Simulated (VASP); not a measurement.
# NaI (Pmma) in VASP: notebook

Runs on NaI. Level: PBE+D3(BJ). Tasks: single point.

Program: VASP 6.6.1. These are calculated values, not measurements. Logs are shortened: lines on timing, memory, paths and dates and some standing lists are left out, and cuts for length are marked.

### 1 The cell of the first run

It takes space group Pmma (No. 51, orthorhombic). The conventional cell has a = 4.478 Å, b = 4.136 Å, c = 8.310 Å, α = 90.00°, β = 90.00°, γ = 90.00°. Na (site symmetry mm2) has 6 I at 3.05 to 4.40 Å and 6 Na at 4.14 to 4.48 Å within 4.5 Å. Within 4.2 Å of I (site symmetry mm2) lie 4 Na at 3.05 Å and 2 I at 4.14 Å.

### 2 Single point, PBE+D3(BJ)

INCAR

```
SYSTEM = NaI
PREC = Accurate
ENCUT = 520
EDIFF = 1E-6
ISMEAR = 0
SIGMA = 0.05
LREAL = .FALSE.
LASPH = .TRUE.
NELM = 60
ALGO = Normal
ISIF = 2
LWAVE = .FALSE.
LCHARG = .FALSE.
GGA = PE
IVDW = 12
NBANDS = 22
```

KPOINTS

```
Automatic mesh
0
G
  6 6 4
  0 0 0
```

POSCAR

```
NaI
1.0
    4.4776696146      0.0000000000      0.0000000000
    0.0000000000      4.1361850687      0.0000000000
    0.0000000000      0.0000000000      8.3099754336
Na I
2 2
Direct
    0.2500000000      0.5000000000      0.2750310000
    0.7500000000      0.5000000000      0.7249690000
    0.2500000000      0.0000000000      0.7424270000
    0.7500000000      0.0000000000      0.2575730000
```

Potentials or basis: VASP PAW PBE potentials, release 64 (Na_pv, I).

Command:

```sh
$ cat potpaw_PBE.64/Na_pv/POTCAR potpaw_PBE.64/I/POTCAR > POTCAR
$ mpirun -np 1 vasp_std > vasp.out
```

OUTCAR:

```text
SYSTEM = NaI
   PREC = Accurate
   ENCUT = 520
   EDIFF = 1E-6
   ISMEAR = 0
   LREAL = .FALSE.
   LASPH = .TRUE.
   NELM = 60
   ISIF = 2
   GGA = PE
   IVDW = 12
 IVDW          = 12

 ion  position               nearest neighbor table
   1  0.250  0.500  0.275-   4 3.05   4 3.05   4 3.05   4 3.05
   2  0.750  0.500  0.725-   3 3.05   3 3.05   3 3.05   3 3.05
   3  0.250  0.000  0.742-   2 3.05   2 3.05   2 3.05   2 3.05
   4  0.750  0.000  0.258-   1 3.05   1 3.05   1 3.05   1 3.05

  LATTYP: Found a simple orthorhombic cell.
 ALAT       =     4.1361850687
 B/A-ratio  =     1.0825602675
 C/A-ratio  =     2.0090917828

  Lattice vectors:

 A1 = (   0.0000000000,  -4.1361850687,   0.0000000000)
 A2 = (   4.4776696146,   0.0000000000,   0.0000000000)
 A3 = (   0.0000000000,   0.0000000000,   8.3099754336)

Analysis of symmetry for initial positions (statically):
=====================================================================
 Subroutine PRICEL returns:
 Original cell was already a primitive cell.

 Routine SETGRP: Setting up the symmetry group for a
 simple orthorhombic supercell.

 Subroutine GETGRP returns: Found  8 space group operations
 (whereof  4 operations were pure point group operations)
 out of a pool of  8 trial point group operations.

The static configuration has the point symmetry C_2h.
 The point group associated with its full space group is D_2h.

Analysis of symmetry for dynamics (positions and initial velocities):
=====================================================================
 Subroutine PRICEL returns:
 Original cell was already a primitive cell.

 Routine SETGRP: Setting up the symmetry group for a
 simple orthorhombic supercell.

 Subroutine GETGRP returns: Found  8 space group operations
 (whereof  4 operations were pure point group operations)
 out of a pool of  8 trial point group operations.

The dynamic configuration has the point symmetry C_2h.
 The point group associated with its full space group is D_2h.

 Subroutine INISYM returns: Found  8 space group operations
 (whereof  4 operations are pure point group operations),
 and found     1 'primitive' translations

----------------------------------------------------------------------------------------

                                     Primitive cell

  volume of cell :     153.9047

  direct lattice vectors                    reciprocal lattice vectors
     4.477669615  0.000000000  0.000000000     0.223330457  0.000000000  0.000000000
     0.000000000  4.136185069  0.000000000     0.000000000  0.241768679  0.000000000
     0.000000000  0.000000000  8.309975434     0.000000000  0.000000000  0.120337299

  length of vectors
[... 90 lines left out ...]
   IBRION =     -1    ionic relax: 0-MD 1-quasi-New 2-CG
   NFREE  =      0    steps in history (QN), initial steepest desc. (CG)
   ISIF   =      2    stress and relaxation
   ISYM   =      2    0-nonsym 1-usesym 2-fastsym
   POTIM  = 0.5000    time-step for ionic-motion
   TEBEG  =    0.0;   TEEND  =   0.0 temperature during run
   PSTRESS=    0.0 pullay stress
   NELECT =      28.0000    total number of electrons
   NUPDOWN=      -1.0000    fix difference up-down
   EMIN   =  10.00;   EMAX   =-10.00  energy-range for DOS
   EFERMI =   0.00;   METHOD = LEGACY
   ISMEAR =     0;   SIGMA  =   0.05  broadening in eV -4-tet -1-fermi 0-gaus
   EFERMI_NEDOS =   21; number of points for ismear=-14 and -15
   IALGO  =     38    algorithm
   IMIX   =      4    mixing-type and parameters
     AMIX     =   0.40;   BMIX     =  1.00
     AMIX_MAG =   1.60;   BMIX_MAG =  1.00
  volume/ion in A,a.u.               =      38.48       259.65
  Fermi-wavevector in a.u.,A,eV,Ry     =   0.927635  1.752975 11.707893  0.860506
  Thomas-Fermi vector in A             =   2.053725
   LORBIT       =      0    0 simple, 1 ext, 2 COOP (PROOUT), +10 PAW based schemes
   GGA     = PE    functional components
   LHFCALC =     F    Hartree Fock is set to
   AEXX    =    0.0000 exact exchange contribution
   IVDW    =    12    specifies the selected vdW correction
   LEPSILON=     F    determine dielectric tensor
   LRPA    =     F    only Hartree local field effects (RPA)
 non-spin polarized calculation
 Gauss-broadening in eV      SIGMA  =   0.05
  energy-cutoff  :      520.00
  volume of cell :      153.90
 maximum number of plane-waves:      4173
 NGX is ok and might be reduce to    36

 number of electron      28.0000002 magnetization

 Free energy of the ion-electron system (eV)
  ---------------------------------------------------
  ext. energy  EPLUGINS =         0.00000000
  ---------------------------------------------------
  free energy    TOTEN  =       -10.24893275 eV

  energy without entropy =      -10.24893275  energy(sigma->0) =      -10.24893275

 E-fermi :   0.5537     XC(G=0):  -7.0635

 val. band max:        0.3085948330   @ k =   0.0000   0.5000   0.0000
 cond. band min:       3.4563825739   @ k =   0.0000   0.0000   0.0000
 fundamental gap:      3.1477877409
 Fermi energy:         0.5537035477

 k-point     1 :       0.0000    0.0000    0.0000
  band No.  band energies     occupation
      1     -22.5628      2.00000
      2     -22.5603      2.00000
      3     -22.5147      2.00000
      4     -22.5145      2.00000
      5     -22.5128      2.00000
      6     -22.5121      2.00000
[... 589 lines left out ...]
     21       8.8392      0.00000
     22       8.8392      0.00000

 [... further k-points ...]

------------------------ aborting loop because EDIFF is reached ----------------------------------------

 Edisp (eV)   -0.86504

 E8    (eV) :    -0.3971

  FORCE on cell =-STRESS in cart. coord.  units (eV):
  Direction    XX          YY          ZZ          XY          YZ          ZX
  --------------------------------------------------------------------------------------
  -------------------------------------------------------------------------------------
  Total       0.58637     1.28107    -1.06311     0.00000     0.00000     0.00000
  in kB       6.10418    13.33619   -11.06719     0.00000     0.00000     0.00000
  external pressure =        2.79 kB  Pullay stress =        0.00 kB

 VOLUME and BASIS-vectors are now :
 -----------------------------------------------------------------------------
  energy-cutoff  :      520.00
  volume of cell :      153.90
      direct lattice vectors                 reciprocal lattice vectors
     4.477669615  0.000000000  0.000000000     0.223330457  0.000000000  0.000000000
     0.000000000  4.136185069  0.000000000     0.000000000  0.241768679  0.000000000
     0.000000000  0.000000000  8.309975434     0.000000000  0.000000000  0.120337299

 POSITION                                       TOTAL-FORCE (eV/Angst)
 -----------------------------------------------------------------------------------
      1.11942      2.06809      2.28550         0.000000      0.000000     -0.013187
      3.35825      2.06809      6.02447         0.000000     -0.000000      0.013187
      1.11942      0.00000      6.16955         0.000000     -0.000000     -0.014580
      3.35825      0.00000      2.14043         0.000000     -0.000000      0.014580
 -----------------------------------------------------------------------------------
    total drift:                                0.000000      0.000000     -0.000000

  FREE ENERGIE OF THE ION-ELECTRON SYSTEM (eV)
  ---------------------------------------------------
  free  energy   TOTEN  =       -11.1139707309 eV

  energy  without entropy=      -11.1139707309  energy(sigma->0) =      -11.11397073
```

It took 47 s on 1 thread of Intel Xeon 6975P-C (Granite Rapids), shared host; peak memory 0.34 GiB.

What came out:

```yaml
Free_energy: -11.1140 eV
Pressure: 0.3 GPa
Largest_force: 0.015 eV/Å
Band_gap_on_the_k_mesh: 3.15 eV (least direct gap 3.20 eV)
Dispersion_energy_per_atom: -0.216 eV
```

Forces in eV/Å, atoms in the order of the input:
```
Na   0.000  0.000 -0.013
Na   0.000  0.000  0.013
I    0.000  0.000 -0.015
I    0.000  0.000  0.015
```

Caveat: spin-orbit coupling is left out, which moves the levels of the heavy elements. A k mesh can miss the band edges.

### 3 Single point, PBE+D3(BJ)

This run uses another cell than the first one, of the same volume but with other edges.

INCAR

```
SYSTEM = NaI
ALGO = Normal ; EDIFF = 1E-6
ENCUT = 520 ; GGA = PE
ISIF = 2 ; ISMEAR = 0
IVDW = 12 ; LASPH = .TRUE.
LCHARG = .FALSE. ; LREAL = .FALSE.
LWAVE = .FALSE. ; NBANDS = 22
NELM = 80 ; PREC = Accurate
SIGMA = 0.05
```

KPOINTS

```
k-points
0
G
  6 6 4
  0 0 0
```

POSCAR

```
NaI
1.0
    4.6855351115      0.0000000000      0.0000000000
    0.0000000000      4.3281979323      0.0000000000
    0.0000000000      0.0000000000      7.5890154763
Na I
2 2
Direct
    0.2500000000      0.5000000000      0.2750310000
    0.7500000000      0.5000000000      0.7249690000
    0.2500000000      0.0000000000      0.7424270000
    0.7500000000      0.0000000000      0.2575730000
```

Potentials or basis: VASP PAW PBE potentials, release 64 (Na_pv, I).

Command:

```sh
$ cat potpaw_PBE.64/Na_pv/POTCAR potpaw_PBE.64/I/POTCAR > POTCAR
$ mpirun -np 1 vasp_std > vasp.out
```

Run time: 44 s. Hardware: 1 thread of Intel Xeon 6975P-C (Granite Rapids), shared host; peak memory 0.33 GiB.

Results (log left out):

```
Free energy                : -11.1701 eV
Pressure                   : -1.2 GPa
Largest force              : 0.035 eV/Å
Band gap on the k mesh     : 2.57 eV (least direct gap 2.77 eV)
Dispersion energy per atom : -0.220 eV
```

Forces on the atoms (eV/Å):
```
Na   0.000  0.000 -0.035
Na   0.000  0.000  0.035
I    0.000  0.000  0.003
I    0.000  0.000 -0.003
```

Stress tensor (GPa, compression positive):
```
-1.22  0.00  0.00
 0.00 -1.62  0.00
 0.00  0.00 -0.77
```

Levels at points of the mesh, in eV from the valence-band top:
```csv
k point,band 11,band 12,band 13,band 14,band 15,band 16,band 17,band 18
"(0.00, 0.00, 0.00)",-0.74,-0.73,-0.42,-0.20,2.57,4.00,5.79,6.19
"(0.50, 0.00, 0.00)",-1.15,-1.15,-0.50,-0.50,5.02,5.02,6.13,6.13
"(0.00, 0.50, 0.00)",-1.68,-1.01,-0.57,0.00,3.75,5.02,5.32,5.96
"(0.50, 0.50, 0.00)",-1.77,-1.77,-0.82,-0.82,3.94,3.94,5.34,5.34
"(0.00, 0.00, 0.50)",-1.05,-0.94,-0.62,-0.54,3.60,3.80,5.56,5.62
"(0.50, 0.00, 0.50)",-0.71,-0.71,-0.50,-0.50,4.39,4.39,6.27,6.27
"(0.00, 0.50, 0.50)",-1.07,-0.85,-0.84,-0.75,4.54,4.86,5.67,5.75
"(0.50, 0.50, 0.50)",-1.99,-1.99,-0.45,-0.45,3.48,3.48,6.18,6.18
```

Caveat: spin-orbit coupling is left out, which moves the levels of the heavy elements. A k mesh can miss the band edges.
